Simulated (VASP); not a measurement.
# GaN (P1) in VASP: a series of runs, part 2 of 2

VASP 6.6.1. The steps go on from the part before.

### Step 3. Single point, PBEsol

This run uses another cell than the first one, of 11.65 Å³/atom, 1.005 times its volume.

INCAR

```
SYSTEM = GaN
PREC = Accurate
ENCUT = 520
EDIFF = 1E-6
ISMEAR = 0
SIGMA = 0.01
LREAL = .FALSE.
LASPH = .TRUE.
NELM = 100
ALGO = Normal
ISIF = 2
LWAVE = .FALSE.
LCHARG = .FALSE.
GGA = PS
NBANDS = 16
```

KPOINTS

```
regular mesh
0
G
  6 6 6
  0 0 0
```

POSCAR

```
GaN
1.0
   -0.0100100000      2.2853100000      2.2901200000
    2.2223800000      0.0097100000      2.2704000000
    2.2413900000      2.2845900000     -0.0092900000
Ga N
1 1
Direct
    0.9866100000      0.9660700000      0.0127900000
    0.7524800000      0.7035100000      0.7684800000
```

Potentials or basis: VASP PAW PBE potentials, release 64 (Ga_d, N).

Run with:

```console
cat potpaw_PBE.64/Ga_d/POTCAR potpaw_PBE.64/N/POTCAR > POTCAR
mpirun -np 1 vasp_std > vasp.out
```

OUTCAR:

```text
SYSTEM = GaN
   PREC = Accurate
   ENCUT = 520
   EDIFF = 1E-6
   ISMEAR = 0
   LREAL = .FALSE.
   LASPH = .TRUE.
   NELM = 100
   ISIF = 2
   GGA = PS

 ion  position               nearest neighbor table
   1  0.987  0.966  0.013-   2 1.92   2 1.94   2 1.99   2 2.01
   2  0.752  0.704  0.768-   1 1.92   1 1.94   1 1.99   1 2.01

  Warning from LATTYP: Got some problem with cell dimensions!
  Tried to take original basis but could not verify dimensions!
  LATTYP: Found a triclinic cell.
 ALAT       =     3.1770714988
 B/A-ratio  =     1.0183386978
 C/A-ratio  =     1.0137087674
 COS(alpha) =     0.0021255627
 COS(beta)  =     0.4995497850
 COS(gamma) =     0.5058360103

  Lattice vectors:

 A1 = (   2.2223800000,   0.0097100000,   2.2704000000)
 A2 = (  -0.0100100000,   2.2853100000,   2.2901200000)
 A3 = (  -0.0190100000,  -2.2748800000,   2.2796900000)

Analysis of symmetry for initial positions (statically):
=====================================================================
 Subroutine PRICEL returns:
 Original cell was already a primitive cell.

 Routine SETGRP: Setting up the symmetry group for a
 triclinic supercell.

 Subroutine GETGRP returns: Found  1 space group operations
 (whereof  1 operations were pure point group operations)
 out of a pool of  2 trial point group operations.

The static configuration has the point symmetry C_1 .

Analysis of symmetry for dynamics (positions and initial velocities):
=====================================================================
 Subroutine PRICEL returns:
 Original cell was already a primitive cell.

 Routine SETGRP: Setting up the symmetry group for a
 triclinic supercell.

 Subroutine GETGRP returns: Found  1 space group operations
 (whereof  1 operations were pure point group operations)
 out of a pool of  2 trial point group operations.

The dynamic configuration has the point symmetry C_1 .

[... 109 lines left out ...]
   NELECT =      18.0000    total number of electrons
   NUPDOWN=      -1.0000    fix difference up-down
   EMIN   =  10.00;   EMAX   =-10.00  energy-range for DOS
   EFERMI =   0.00;   METHOD = LEGACY
   ISMEAR =     0;   SIGMA  =   0.01  broadening in eV -4-tet -1-fermi 0-gaus
   EFERMI_NEDOS =   21; number of points for ismear=-14 and -15
   IALGO  =     38    algorithm
   IMIX   =      4    mixing-type and parameters
     AMIX     =   0.40;   BMIX     =  1.00
     AMIX_MAG =   1.60;   BMIX_MAG =  1.00
  volume/ion in A,a.u.               =      11.65        78.64
  Fermi-wavevector in a.u.,A,eV,Ry     =   1.502015  2.838398 30.695429  2.256050
  Thomas-Fermi vector in A             =   2.613311
   LORBIT       =      0    0 simple, 1 ext, 2 COOP (PROOUT), +10 PAW based schemes
   GGA     = PS    functional components
   LHFCALC =     F    Hartree Fock is set to
   AEXX    =    0.0000 exact exchange contribution
   IVDW    =     0    specifies the selected vdW correction
   LEPSILON=     F    determine dielectric tensor
   LRPA    =     F    only Hartree local field effects (RPA)
 non-spin polarized calculation
 Gauss-broadening in eV      SIGMA  =   0.01
  energy-cutoff  :      520.00
  volume of cell :       23.31
 maximum number of plane-waves:       637
   NGX = 13   NGY = 11   NGZ = 11

 number of electron      18.0000003 magnetization

 Free energy of the ion-electron system (eV)
  ---------------------------------------------------
  ext. energy  EPLUGINS =         0.00000000
  ---------------------------------------------------
  free energy    TOTEN  =       -13.08474491 eV

  energy without entropy =      -13.08474491  energy(sigma->0) =      -13.08474491

 E-fermi :   5.2053     XC(G=0): -11.8032

 val. band max:        5.0554413874   @ k =   0.0000   0.0000   0.0000
 cond. band min:       6.5220460335   @ k =   0.0000   0.0000   0.0000
 fundamental gap:      1.4666046461
 Fermi energy:         5.2053294059

 k-point     1 :       0.0000    0.0000    0.0000
  band No.  band energies     occupation
      1     -10.8370      2.00000
      2      -8.4574      2.00000
      3      -8.4382      2.00000
      4      -8.4162      2.00000
      5      -8.1344      2.00000
      6      -8.1321      2.00000
[... 433 lines left out ...]
      3      -8.3145      2.00000
      4      -8.1549      2.00000
      5      -8.0897      2.00000
      6      -6.8351      2.00000
[... 8 lines left out ...]
     15      23.8631      0.00000
     16      25.1388      0.00000

 [... further k-points ...]
[... 5 lines left out ...]
  --------------------------------------------------------------------------------------
  -------------------------------------------------------------------------------------
  Total       -0.3390388     -0.7155134     -0.7046209     -0.0987562     -0.2167242      0.6753506
  in kB      -23.3069857    -49.1874768    -48.4386818     -6.7889293    -14.8985528     46.4265110
  external PRESSURE =     -40.3110481 kB  Pullay stress =       0.0000000 kB

 VOLUME and BASIS-vectors are now :
 -----------------------------------------------------------------------------
  energy-cutoff  :      520.00
  volume of cell :       23.31
      direct lattice vectors                 reciprocal lattice vectors
    -0.010010000  2.285310000  2.290120000    -0.222558603  0.219232229  0.216913779
     2.222380000  0.009710000  2.270400000     0.225398710 -0.220238878  0.220761511
     2.241390000  2.284590000 -0.009290000     0.221670751  0.219350043 -0.217920425

 POSITION                                       TOTAL-FORCE (eV/Angst)
 -----------------------------------------------------------------------------------
      2.16577      2.29331      4.45270        -0.194777      0.645409      0.000671
      3.27840      3.48214      3.31338         0.194777     -0.645409     -0.000671
 -----------------------------------------------------------------------------------
    total drift:                               -0.000109      0.000164      0.000107

  FREE ENERGIE OF THE ION-ELECTRON SYSTEM (eV)
  ---------------------------------------------------
  free  energy   TOTEN  =       -13.0847449076 eV

  energy  without entropy=      -13.0847449076  energy(sigma->0) =      -13.08474491
```

OSZICAR:

```text
N       E                     dE             d eps       ncg     rms          rms(c)
DAV:   1     0.823834534496E+02    0.82383E+02   -0.92391E+03  3976   0.204E+03
DAV:   2    -0.892897770008E+01   -0.91312E+02   -0.85089E+02  4152   0.332E+02
DAV:   3    -0.148077991739E+02   -0.58788E+01   -0.58572E+01  4272   0.710E+01
DAV:   4    -0.148748926151E+02   -0.67093E-01   -0.67086E-01  4400   0.817E+00
DAV:   5    -0.148758248715E+02   -0.93226E-03   -0.93225E-03  4352   0.864E-01    0.715E+00
DAV:   6    -0.131173799816E+02    0.17584E+01   -0.43154E+00  5392   0.389E+01    0.267E+00
DAV:   7    -0.131045498787E+02    0.12830E-01   -0.26132E-01  3928   0.578E+00    0.170E+00
DAV:   8    -0.130880751658E+02    0.16475E-01   -0.56306E-02  4344   0.256E+00    0.728E-01
DAV:   9    -0.130846111939E+02    0.34640E-02   -0.11064E-02  5248   0.214E+00    0.194E-01
DAV:  10    -0.130847828152E+02   -0.17162E-03   -0.11155E-03  4152   0.416E-01    0.112E-01
DAV:  11    -0.130847434478E+02    0.39367E-04   -0.11878E-04  5480   0.178E-01    0.910E-03
DAV:  12    -0.130847448915E+02   -0.14438E-05   -0.11358E-05  4152   0.354E-02    0.171E-03
DAV:  13    -0.130847449076E+02   -0.16067E-07   -0.27012E-07  2552   0.984E-03
   1 F= -.13084745E+02 E0= -.13084745E+02  d E =-.702356-102
```

Wall time 16 s (1 thread of Intel Xeon Platinum 8488C (Sapphire Rapids), shared host); peak memory 0.16 GiB.

Results:

* Free energy: -13.0847 eV
* Pressure: -4.0 GPa
* Largest force: 0.674 eV/Å
* Band gap on the k mesh: 1.47 eV, direct

Forces in eV/Å, atoms in the order of the input:
```
Ga  -0.195  0.645  0.001
N    0.195 -0.645 -0.001
```

Levels at points of the mesh, in eV from the valence-band top:
| k point | band 5 | band 6 | band 7 | band 8 | band 9 | band 10 | band 11 | band 12 | band 13 | band 14 |
| --- | --- | --- | --- | --- | --- | --- | --- | --- | --- | --- |
| (0.00, 0.00, 0.00) | -13.19 | -13.19 | -0.18 | -0.12 | 0.00 | 1.47 | 9.77 | 9.98 | 10.27 | 17.03 |
| (0.50, 0.00, 0.00) | -13.14 | -11.96 | -6.97 | -1.12 | -0.93 | 4.32 | 8.39 | 9.80 | 10.38 | 15.23 |
| (0.00, 0.50, 0.00) | -13.13 | -11.88 | -7.18 | -1.23 | -0.97 | 4.30 | 8.50 | 9.76 | 10.31 | 15.08 |
| (0.50, 0.50, 0.00) | -13.12 | -11.54 | -6.30 | -2.74 | -2.66 | 3.16 | 6.46 | 11.23 | 13.42 | 13.87 |
| (0.00, 0.00, 0.50) | -13.14 | -11.96 | -7.05 | -1.15 | -0.90 | 4.34 | 8.41 | 9.69 | 10.57 | 15.22 |
| (0.50, 0.00, 0.50) | -13.12 | -11.52 | -6.26 | -2.74 | -2.72 | 3.16 | 6.45 | 11.26 | 13.32 | 13.93 |
| (0.00, 0.50, 0.50) | -13.11 | -11.43 | -6.07 | -2.87 | -2.86 | 3.04 | 6.13 | 11.52 | 13.47 | 13.60 |
| (0.50, 0.50, 0.50) | -13.13 | -11.91 | -7.17 | -1.25 | -0.88 | 4.35 | 8.46 | 9.85 | 10.35 | 15.13 |

Caveat: the PAW data sets were made with another functional, which shifts forces and pressure a little. As with any semilocal functional, this PBEsol gap is likely too small.

### Step 4. Single point, PBEsol

This run uses another cell than the first one, of 11.65 Å³/atom, 1.005 times its volume.

INCAR

```
PREC     = Accurate       # precision mode
ENCUT    = 520            # plane-wave cutoff, eV
EDIFF    = 1E-6           # SCF threshold, eV
ISMEAR   = 0              # smearing method
SIGMA    = 0.01           # smearing width, eV
LREAL    = F              # projectors in reciprocal space
LASPH    = T              # aspherical terms in the spheres
NELM     = 60             # most SCF steps
ALGO     = Normal         # electronic algorithm
ISIF     = 2              # what is computed and relaxed
LWAVE    = F              # write WAVECAR
LCHARG   = F              # write CHGCAR
GGA      = PS             # functional
NBANDS   = 16             # bands
```

KPOINTS

```
Automatic mesh
0
Gamma
  6 6 6
```

Edit POSCAR of step 3 so:

```diff
@@ -8,3 +8,3 @@
 Direct
-    0.9866100000      0.9660700000      0.0127900000
+    0.9876945689      0.9671738076      0.0117003979
     0.7524800000      0.7035100000      0.7684800000
```

Run with:

```console
cat potpaw_PBE.64/Ga_d/POTCAR potpaw_PBE.64/N/POTCAR > POTCAR
mpirun -np 1 vasp_std > vasp.out
```

It took 16 s on 1 thread of Intel Xeon Platinum 8488C (Sapphire Rapids), shared host; peak memory 0.16 GiB.

It converged, with:

```yaml
Free_energy: -13.0846 eV
Pressure: -4.0 GPa
Largest_force: 0.686 eV/Å
Band_gap_on_the_k_mesh: 1.47 eV, direct
```

Forces on the atoms (eV/Å):
```
Ga  -0.210  0.650 -0.058
N    0.210 -0.650  0.058
```

Stress tensor (GPa, compression positive):
```
-2.32 -0.92  4.67
-0.92 -4.91 -1.58
 4.67 -1.58 -4.83
```

Levels at points of the mesh, in eV from the valence-band top:
```
           k point  band 6  band 7  band 8  band 9  band 10  band 11  band 12  band 13
(0.00, 0.00, 0.00)  -13.18   -0.18   -0.11    0.00     1.47     9.77     9.98    10.28
(0.50, 0.00, 0.00)  -11.96   -6.97   -1.13   -0.92     4.32     8.40     9.80    10.39
(0.00, 0.50, 0.00)  -11.87   -7.19   -1.23   -0.97     4.31     8.51     9.78    10.30
(0.50, 0.50, 0.00)  -11.53   -6.30   -2.73   -2.66     3.17     6.46    11.24    13.42
(0.00, 0.00, 0.50)  -11.95   -7.04   -1.13   -0.91     4.34     8.41     9.69    10.57
(0.50, 0.00, 0.50)  -11.52   -6.25   -2.73   -2.71     3.16     6.45    11.26    13.32
(0.00, 0.50, 0.50)  -11.42   -6.07   -2.86   -2.85     3.04     6.13    11.52    13.47
(0.50, 0.50, 0.50)  -11.91   -7.16   -1.24   -0.88     4.35     8.46     9.83    10.36
```

Caveat: the PAW data sets were made with another functional, which shifts forces and pressure a little. As with any semilocal functional, this PBEsol gap is likely too small.

### Step 5. Single point, PBEsol

This run uses another cell than the first one, of 11.65 Å³/atom, 1.005 times its volume.

Edit INCAR of step 4 so:

```diff
@@ -2,3 +2,3 @@
 ENCUT    = 520            # plane-wave cutoff, eV
-EDIFF    = 1E-6           # SCF threshold, eV
+EDIFF    = 1E-7           # SCF threshold, eV
 ISMEAR   = 0              # smearing method
```

KPOINTS is that of step 4.

Edit POSCAR of step 4 so:

```diff
@@ -8,3 +8,3 @@
 Direct
-    0.9876945689      0.9671738076      0.0117003979
+    0.9855254311      0.9649661924      0.0138796021
     0.7524800000      0.7035100000      0.7684800000
```

Run with:

```console
cat potpaw_PBE.64/Ga_d/POTCAR potpaw_PBE.64/N/POTCAR > POTCAR
mpirun -np 1 vasp_std > vasp.out
```

It took 16 s on 1 thread of Intel Xeon Platinum 8488C (Sapphire Rapids), shared host; peak memory 0.16 GiB.

It converged, with:

```yaml
Free_energy: -13.0846 eV
Pressure: -4.0 GPa
Largest_force: 0.668 eV/Å
Band_gap_on_the_k_mesh: 1.46 eV, direct
```

Forces in eV/Å, atoms in the order of the input:
```
Ga  -0.180  0.641  0.059
N    0.180 -0.641 -0.059
```

Stress tensor (GPa, compression positive):
```
-2.34 -0.43  4.62
-0.43 -4.93 -1.40
 4.62 -1.40 -4.86
```

Levels at points of the mesh, in eV from the valence-band top:
```csv
k point,band 6,band 7,band 8,band 9,band 10,band 11,band 12,band 13
"(0.00, 0.00, 0.00)",-13.19,-0.19,-0.13,0.00,1.46,9.76,9.99,10.26
"(0.50, 0.00, 0.00)",-11.97,-6.96,-1.11,-0.95,4.31,8.39,9.79,10.36
"(0.00, 0.50, 0.00)",-11.88,-7.18,-1.24,-0.97,4.29,8.50,9.73,10.32
"(0.50, 0.50, 0.00)",-11.54,-6.30,-2.75,-2.65,3.16,6.46,11.23,13.42
"(0.00, 0.00, 0.50)",-11.96,-7.07,-1.16,-0.90,4.34,8.41,9.69,10.57
"(0.50, 0.00, 0.50)",-11.53,-6.26,-2.74,-2.72,3.16,6.44,11.25,13.31
"(0.00, 0.50, 0.50)",-11.43,-6.07,-2.87,-2.86,3.03,6.12,11.52,13.47
"(0.50, 0.50, 0.50)",-11.91,-7.18,-1.25,-0.88,4.35,8.46,9.86,10.33
```

Caveat: the PAW data sets were made with another functional, which shifts forces and pressure a little.

### Step 6. Single point, PBEsol

This run uses another cell than the first one, of 11.65 Å³/atom, 1.005 times its volume.

INCAR

```
SYSTEM = GaN
ALGO     = Normal         ! electronic algorithm
EDIFF    = 1E-6           ! SCF threshold, eV
ENCUT    = 520            ! plane-wave cutoff, eV
GGA      = PS             ! functional
ISIF     = 2              ! what is computed and relaxed
ISMEAR   = 0              ! smearing method
LASPH    = .TRUE.         ! aspherical terms in the spheres
LCHARG   = .TRUE.         ! write CHGCAR
LELF     = .TRUE.         ! ELF
LREAL    = .FALSE.        ! projectors in reciprocal space
LVHAR    = .TRUE.       
LWAVE    = .FALSE.        ! write WAVECAR
NBANDS   = 16             ! bands
NELM     = 100            ! most SCF steps
PREC     = Accurate       ! precision mode
SIGMA    = 0.01           ! smearing width, eV
```

KPOINTS

```
k-points
0
G
  6 6 6
  0 0 0
```

Edit POSCAR of step 5 so:

```diff
@@ -8,3 +8,3 @@
 Direct
-    0.9855254311      0.9649661924      0.0138796021
+    0.9909482756      0.9704852302      0.0084315915
     0.7524800000      0.7035100000      0.7684800000
```

Potentials or basis: VASP PAW PBE potentials, release 64 (Ga_d, N).

Run with:

```console
cat potpaw_PBE.64/Ga_d/POTCAR potpaw_PBE.64/N/POTCAR > POTCAR
mpirun -np 1 vasp_std > vasp.out
```

Wall time 17 s (1 thread of Intel Xeon Platinum 8488C (Sapphire Rapids), shared host); peak memory 0.16 GiB.

It converged, with:

* Free energy: -13.0824 eV
* Pressure: -4.0 GPa
* Largest force: 0.751 eV/Å
* Band gap on the k mesh: 1.47 eV, direct

Forces on the atoms (eV/Å):
```
Ga  -0.256  0.666 -0.232
N    0.256 -0.666  0.232
```

Stress tensor (GPa, compression positive):
```
-2.27 -1.66  4.76
-1.66 -4.85 -1.84
 4.76 -1.84 -4.80
```

Levels at points of the mesh, in eV from the valence-band top:
```csv
k point,band 6,band 7,band 8,band 9,band 10,band 11,band 12,band 13
"(0.00, 0.00, 0.00)",-13.18,-0.19,-0.10,0.00,1.47,9.77,9.97,10.30
"(0.50, 0.00, 0.00)",-11.95,-7.00,-1.16,-0.88,4.34,8.41,9.79,10.43
"(0.00, 0.50, 0.00)",-11.87,-7.22,-1.22,-0.97,4.32,8.52,9.86,10.25
"(0.50, 0.50, 0.00)",-11.53,-6.29,-2.71,-2.68,3.17,6.47,11.24,13.42
"(0.00, 0.00, 0.50)",-11.95,-7.01,-1.10,-0.93,4.33,8.41,9.67,10.57
"(0.50, 0.00, 0.50)",-11.52,-6.25,-2.73,-2.71,3.17,6.45,11.27,13.32
"(0.00, 0.50, 0.50)",-11.42,-6.06,-2.87,-2.84,3.04,6.13,11.53,13.47
"(0.50, 0.50, 0.50)",-11.90,-7.13,-1.24,-0.87,4.34,8.46,9.78,10.40
```

Caveat: the PAW data sets were made with another functional, which shifts forces and pressure a little. Expect the measured gap to be larger: semilocal functionals such as PBEsol lack the derivative discontinuity.
